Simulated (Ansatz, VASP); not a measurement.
## Two plane-wave programs on RbTl4Ag3

```
CELL_PARAMETERS angstrom
4.53043 0.00000 0.00000
-2.26521 3.92347 0.00000
-2.26521 1.30782 12.46731
ATOMIC_POSITIONS crystal
Rb 0.50000 0.50000 0.50000
Tl 0.08647 0.91353 0.25941
Tl 0.91353 0.08647 0.74059
Tl 0.30242 0.69758 0.90726
Tl 0.69758 0.30242 0.09274
Ag 0.23100 0.76900 0.69300
Ag 0.76900 0.23100 0.30700
Ag 0.00000 0.00000 0.00000
```

Alike in both runs: task single point; functional PBE; k mesh 5 × 5 × 5; occupations fermi-dirac, width 0.0653 eV; no spin polarisation.

```csv
,VASP,Ansatz
version,VASP 6.6.1,Ansatz 0.2.0
potentials or method,"VASP PAW PBE potentials, release 64 (Rb_sv, Tl_d, Ag), cutoff 520 eV",PAW plane waves
valence electrons in the cell,94,118
```

```csv
,VASP,Ansatz,Ansatz less VASP
gap on the k mesh at the Fermi level (eV),none,none,-
pressure (GPa),7.7,7.7,+0.04
"traceless stress, the component that is largest in VASP (GPa)",-1.60,-1.61,-0.016
rms of the force components (eV/Å),0.456,0.456,0.0000
```

Atom by atom the forces differ by 0.000 eV/Å (rms over components). A gap of «none» marks a metal or a gap that the smearing closes. VASP's potentials hold 94 valence electrons a cell and Ansatz's 118, so a difference there can come from the potentials and not from the codes. Ansatz's warnings: structure snapped to symmetry.

Neither program's run includes spin-orbit coupling.
